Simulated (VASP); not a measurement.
# TePb (Fm-3m) in VASP: further runs

The runs below take TePb through single point, with r2SCAN, PBE, PBEsol.

Everything below comes from runs of VASP 6.6.1. Logs are shortened: lines on timing, memory, paths and dates and some standing lists are left out, and cuts for length are marked.

## Step 1: The cell of the first run

It takes space group Fm-3m (No. 225, cubic). Conventional cell: a = 6.542 Å, b = 6.542 Å, c = 6.542 Å, α = 90.00°, β = 90.00°, γ = 90.00°. Within 4.3 Å of Te (site symmetry m-3m) lie 6 Pb at 3.27 Å. Pb (site symmetry m-3m) has 6 Te at 3.27 Å within 4.3 Å.

## Step 2: Single point, r2SCAN

POSCAR

```
TePb
1.0
    0.0000000000      3.2708968051      3.2708968051
    3.2708968051      0.0000000000      3.2708968051
    3.2708968051      3.2708968051      0.0000000000
Te Pb
1 1
Direct
    0.0000000000      0.0000000000      0.0000000000
    0.5000000000      0.5000000000      0.5000000000
```

INCAR.step1

```
SYSTEM = TePb
PREC = Accurate ; ENCUT = 550
ISMEAR = 0 ; SIGMA = 0.01
LREAL = .False. ; LASPH = .True.
NELM = 120 ; NBANDS = 17
ISYM = 0 ; GGA = PE
ALGO = Normal ; EDIFF = 1E-5
LWAVE = .True. ; LCHARG = .False.
GGA_COMPAT = .False.
```

INCAR.step2

```
SYSTEM = TePb
PREC = Accurate ; ENCUT = 550
EDIFF = 1E-6 ; ISMEAR = 0
SIGMA = 0.01 ; LREAL = .False.
LASPH = .True. ; NELM = 120
ALGO = Normal ; ISIF = 2
LWAVE = .False. ; LCHARG = .True.
METAGGA = R2SCAN ; LMIXTAU = .True.
LELF = .True. ; LVHAR = .True.
NBANDS = 17 ; ISYM = 0
ISTART = 1 ; GGA_COMPAT = .False.
```

KPOINTS

```
regular mesh
0
Gamma
  5 1 1
  0 0 0
```

Potentials or basis: VASP PAW PBE potentials, release 64 (Te, Pb_d).

On the command line:

```bash
cat potpaw_PBE.64/Te/POTCAR potpaw_PBE.64/Pb_d/POTCAR > POTCAR
cp INCAR.step1 INCAR
mpirun -np 1 vasp_std > vasp.out
cp INCAR.step2 INCAR
mpirun -np 1 vasp_std > vasp.out
```

OUTCAR:

```text
SYSTEM = TePb
   PREC = Accurate
   ENCUT = 550
   EDIFF = 1E-6
   ISMEAR = 0
   LREAL = .False.
   LASPH = .True.
   NELM = 120
   ISIF = 2
   METAGGA = R2SCAN
   ISYM = 0
   ISTART = 1

 ion  position               nearest neighbor table
   1  0.000  0.000  0.000-   2 3.27   2 3.27   2 3.27   2 3.27   2 3.27   2 3.27
   2  0.500  0.500  0.500-   1 3.27   1 3.27   1 3.27   1 3.27   1 3.27   1 3.27

IMPORTANT INFORMATION: All symmetrisations will be switched off!
NOSYMM: (Re-)initialisation of all symmetry stuff for point group C_1.

----------------------------------------------------------------------------------------

                                     Primitive cell

  volume of cell :      69.9891

  direct lattice vectors                    reciprocal lattice vectors
     0.000000000  3.270896805  3.270896805    -0.152863276  0.152863276  0.152863276
     3.270896805  0.000000000  3.270896805     0.152863276 -0.152863276  0.152863276
     3.270896805  3.270896805  0.000000000     0.152863276  0.152863276 -0.152863276

  length of vectors
     4.625746623  4.625746623  4.625746623     0.264766960  0.264766960  0.264766960

  position of ions in fractional coordinates (direct lattice)
     0.000000000  0.000000000  0.000000000
     0.500000000  0.500000000  0.500000000

  ion indices of the primitive-cell ions
   primitive index   ion index
                 1           1
                 2           2

----------------------------------------------------------------------------------------

 KPOINTS: regular mesh

Automatic generation of k-mesh.
 Grid dimensions read from file:
 generate k-points for:    5    1    1

 Generating k-lattice:

  Cartesian coordinates                     Fractional coordinates (reciprocal lattice)
    -0.030572655  0.030572655  0.030572655     0.200000000  0.000000000  0.000000000
     0.152863276 -0.152863276  0.152863276     0.000000000  1.000000000  0.000000000
     0.152863276  0.152863276 -0.152863276     0.000000000  0.000000000  1.000000000

  Length of vectors
     0.052953392  0.264766960  0.264766960

  Shift w.r.t. Gamma in fractional coordinates (k-lattice)
     0.000000000  0.000000000  0.000000000

 -----------------------------------------------------------------------------
|                                                                             |
|           W    W    AA    RRRRR   N    N  II  N    N   GGGG   !!!           |
|           W    W   A  A   R    R  NN   N  II  NN   N  G    G  !!!           |
[... 46 lines left out ...]
   EDIFF  = 0.1E-05   stopping-criterion for ELM
   LREAL  =      F    real-space projection
   EDIFFG = 0.1E-04   stopping-criterion for IOM
   NSW    =      0    number of steps for IOM
   IBRION =     -1    ionic relax: 0-MD 1-quasi-New 2-CG
   NFREE  =      0    steps in history (QN), initial steepest desc. (CG)
   ISIF   =      2    stress and relaxation
   ISYM   =      0    0-nonsym 1-usesym 2-fastsym
   POTIM  = 0.5000    time-step for ionic-motion
   TEBEG  =    0.0;   TEEND  =   0.0 temperature during run
   PSTRESS=    0.0 pullay stress
   NELECT =      20.0000    total number of electrons
   NUPDOWN=      -1.0000    fix difference up-down
   EMIN   =  10.00;   EMAX   =-10.00  energy-range for DOS
   EFERMI =   0.00;   METHOD = LEGACY
   ISMEAR =     0;   SIGMA  =   0.01  broadening in eV -4-tet -1-fermi 0-gaus
   EFERMI_NEDOS =   21; number of points for ismear=-14 and -15
   IALGO  =     38    algorithm
   IMIX   =      4    mixing-type and parameters
     AMIX     =   0.40;   BMIX     =  1.00
     AMIX_MAG =   1.60;   BMIX_MAG =  1.00
  volume/ion in A,a.u.               =      34.99       236.15
  Fermi-wavevector in a.u.,A,eV,Ry     =   1.078304  2.037700 15.820039  1.162740
  Thomas-Fermi vector in A             =   2.214239
   LORBIT       =      0    0 simple, 1 ext, 2 COOP (PROOUT), +10 PAW based schemes
   METAGGA = R2SCAN    functional components
   LHFCALC =     F    Hartree Fock is set to
   AEXX    =    0.0000 exact exchange contribution
   IVDW    =     0    specifies the selected vdW correction
   LEPSILON=     F    determine dielectric tensor
   LRPA    =     F    only Hartree local field effects (RPA)
 non-spin polarized calculation
 Gauss-broadening in eV      SIGMA  =   0.01
  energy-cutoff  :      550.00
  volume of cell :       69.99
 maximum number of plane-waves:      2085
 NGX is ok and might be reduce to    36
   NGX = 17   NGY = 17   NGZ = 17

 number of electron      20.0000001 magnetization

 Free energy of the ion-electron system (eV)
  ---------------------------------------------------
  ext. energy  EPLUGINS =         0.00000000
  ---------------------------------------------------
  free energy    TOTEN  =       -76.82301436 eV

  energy without entropy =      -76.82301436  energy(sigma->0) =      -76.82301436

 E-fermi :   5.3053     XC(G=0):  -9.4053

 val. band max:        5.2548208465   @ k =   0.4000   0.0000   0.0000
 cond. band min:       6.5832004345   @ k =   0.4000   0.0000   0.0000
 fundamental gap:      1.3283795880
 Fermi energy:         5.3053213356

 k-point     1 :       0.0000    0.0000    0.0000
  band No.  band energies     occupation
      1     -12.4630      2.00000
      2     -12.4630      2.00000
      3     -12.4341      2.00000
      4     -12.4341      2.00000
      5     -12.4304      2.00000
      6      -6.6421      2.00000
[... 37 lines left out ...]
      4     -12.4294      2.00000
      5     -12.4282      2.00000
      6      -5.2880      2.00000
[... 9 lines left out ...]
     16      14.1609      0.00000
     17      15.9418      0.00000

------------------------ aborting loop because EDIFF is reached ----------------------------------------

  FORCE on cell =-STRESS in cart. coord.  units (eV):
  Direction    XX          YY          ZZ          XY          YZ          ZX
  --------------------------------------------------------------------------------------
  -------------------------------------------------------------------------------------
  Total        8.8284388      8.8285021      8.8284900      3.4432314     -3.4433143      3.4432475
  in kB      202.0989092    202.1003593    202.1000818     78.8217854    -78.8236823     78.8221548
  external PRESSURE =     202.0997834 kB  Pullay stress =       0.0000000 kB

 VOLUME and BASIS-vectors are now :
 -----------------------------------------------------------------------------
  energy-cutoff  :      550.00
  volume of cell :       69.99
      direct lattice vectors                 reciprocal lattice vectors
     0.000000000  3.270896805  3.270896805    -0.152863276  0.152863276  0.152863276
     3.270896805  0.000000000  3.270896805     0.152863276 -0.152863276  0.152863276
     3.270896805  3.270896805  0.000000000     0.152863276  0.152863276 -0.152863276

 POSITION                                       TOTAL-FORCE (eV/Angst)
 -----------------------------------------------------------------------------------
      0.00000      0.00000      0.00000         0.000001     -0.000000     -0.000006
      3.27090      3.27090      3.27090        -0.000001      0.000000      0.000006
 -----------------------------------------------------------------------------------
    total drift:                                0.000004     -0.000000      0.000007

  FREE ENERGIE OF THE ION-ELECTRON SYSTEM (eV)
  ---------------------------------------------------
  free  energy   TOTEN  =       -76.8230143602 eV

  energy  without entropy=      -76.8230143602  energy(sigma->0) =      -76.82301436
```

OUTCAR.step1:

```text
SYSTEM = TePb
   PREC = Accurate
   ENCUT = 550
   ISMEAR = 0
   LREAL = .False.
   LASPH = .True.
[... 243 lines left out ...]
      0.00000      0.00000      0.00000        -0.000000      0.000004     -0.000020
      3.27090      3.27090      3.27090         0.000000     -0.000004      0.000020
 -----------------------------------------------------------------------------------
    total drift:                                0.000036     -0.000046      0.000090

  FREE ENERGIE OF THE ION-ELECTRON SYSTEM (eV)
  ---------------------------------------------------
  free  energy   TOTEN  =        -1.7260701431 eV

  energy  without entropy=       -1.7260701431  energy(sigma->0) =       -1.72607014
```

It took 20 s on 1 thread of Intel Xeon 6975P-C (Granite Rapids), shared host; peak memory 0.22 GiB.

The run converged, but its numbers aren't listed here, since they failed a check.

Caveat: the k points lie up to 1.66 Å⁻¹ apart; this odd mesh misses L, where the gap lies, so gap, dielectric constants and Born charges aren't listed; the PAW data sets were made with another functional, which shifts forces and pressure a little; spin-orbit coupling is left out, which moves the levels of the heavy elements.

## Step 3: Single point, PBE

INCAR

```
PREC = Accurate ; ENCUT = 500
EDIFF = 1E-6 ; ISMEAR = -1
SIGMA = 0.051703999572871064 ; LREAL = F
LASPH = T ; NELM = 120
ALGO = Normal ; ISIF = 2
LWAVE = F ; LCHARG = F
GGA = PE ; NBANDS = 17
GGA_COMPAT = F
```

KPOINTS

```
regular mesh
0
Gamma
  4 4 4
```

POSCAR is that of step 2.

Potentials or basis: VASP PAW PBE potentials, release 64 (Te, Pb_d).

On the command line:

```bash
cat potpaw_PBE.64/Te/POTCAR potpaw_PBE.64/Pb_d/POTCAR > POTCAR
mpirun -np 1 vasp_std > vasp.out
```

It took 10 s on 1 thread of Intel Xeon 6975P-C (Granite Rapids), shared host; peak memory 0.2 GiB.

Results (log left out):

| Property | Result |
| --- | --- |
| Free energy | -7.5143 eV |
| Pressure | 0.4 GPa |
| Band gap on the k mesh | 0.81 eV, direct |

Levels at points of the mesh, in eV from the valence-band top:
| k point | band 6 | band 7 | band 8 | band 9 | band 10 | band 11 | band 12 | band 13 | band 14 | band 15 |
| --- | --- | --- | --- | --- | --- | --- | --- | --- | --- | --- |
| (0.00, 0.00, 0.00) | -11.71 | -5.68 | -1.20 | -1.20 | -1.20 | 4.04 | 4.04 | 4.04 | 5.89 | 5.89 |
| (0.50, 0.00, 0.00) | -10.37 | -8.39 | -0.77 | -0.77 | 0.00 | 0.81 | 1.37 | 1.37 | 8.35 | 9.16 |
| (0.50, 0.50, 0.00) | -10.16 | -7.23 | -4.21 | -2.58 | -2.58 | 3.45 | 5.35 | 5.35 | 6.50 | 10.03 |

Caveat: spin-orbit coupling is left out, which moves the levels of the heavy elements. A k mesh can miss the band edges.

## Step 4: Single point, PBEsol

INCAR: that of step 3 with these lines changed.

```diff
@@ -6,3 +6,3 @@
 LWAVE = F ; LCHARG = F
-GGA = PE ; NBANDS = 17
+GGA = PS ; NBANDS = 17
 GGA_COMPAT = F
```

KPOINTS is that of step 3.

POSCAR is that of step 3.

On the command line:

```bash
cat potpaw_PBE.64/Te/POTCAR potpaw_PBE.64/Pb_d/POTCAR > POTCAR
mpirun -np 1 vasp_std > vasp.out
```

Wall time 9.6 s (1 thread of Intel Xeon 6975P-C (Granite Rapids), shared host); peak memory 0.19 GiB.

Results (log left out):

```yaml
Free_energy: -8.2340 eV
Pressure: -1.9 GPa
Band_gap_on_the_k_mesh: 0.74 eV, direct
```

Levels at points of the mesh, in eV from the valence-band top:
```tsv
k point	band 6	band 7	band 8	band 9	band 10	band 11	band 12	band 13	band 14	band 15
(0.00, 0.00, 0.00)	-11.73	-5.70	-1.19	-1.19	-1.19	4.02	4.02	4.02	5.85	5.85
(0.50, 0.00, 0.00)	-10.38	-8.41	-0.75	-0.75	0.00	0.74	1.34	1.34	8.25	9.11
(0.50, 0.50, 0.00)	-10.17	-7.25	-4.23	-2.58	-2.58	3.38	5.34	5.34	6.48	10.05
```

Caveat: the PAW data sets were made with another functional, which shifts forces and pressure a little; spin-orbit coupling is left out, which moves the levels of the heavy elements. A k mesh can miss the band edges.
